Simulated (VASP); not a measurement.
A run of VASP 6.6.1 is set up as follows.

INCAR

```
ALGO = Normal
EDIFF = 1E-7
EDIFFG = -0.01
ENCUT = 500
GGA = PE
GGA_COMPAT = F
IBRION = 2
ISIF = 3
ISMEAR = -1
LASPH = T
LCHARG = F
LREAL = F
LWAVE = F
NELM = 120
NELMIN = 4
NSW = 50
PREC = Accurate
SIGMA = 0.02
```

KPOINTS

```
k-points
0
Gamma
  4 4 4
```

Contents of POSCAR:

```
Si
1.0
    0.0000000000      2.7557250000      2.7557250000
    2.7557250000      0.0000000000      2.7557250000
    2.7557250000      2.7557250000      0.0000000000
Si
2
Direct
    0.0000000000      0.0000000000      0.0000000000
    0.2500000000      0.2500000000      0.2500000000
```

Potentials or basis: VASP PAW PBE potentials, release 64 (Si).

Launch:

```console
$ cat potpaw_PBE.64/Si/POTCAR > POTCAR
$ mpirun -np 1 vasp_std > vasp.out
```

(1) Estimate the relaxed cell.

(2) Estimate the space group after relaxing (to 0.05 Å).

(3) Predict the band gap on the k mesh.

Answers

(1) a = 3.875 Å, b = 3.875 Å, c = 3.875 Å, α = 60.00°, β = 60.00°, γ = 60.00°.

(2) Fd-3m (No. 227).

(3) 0.75 eV, indirect (least direct gap 2.54 eV).

Caveat: the k points lie up to 0.50 Å⁻¹ apart in the final cell.
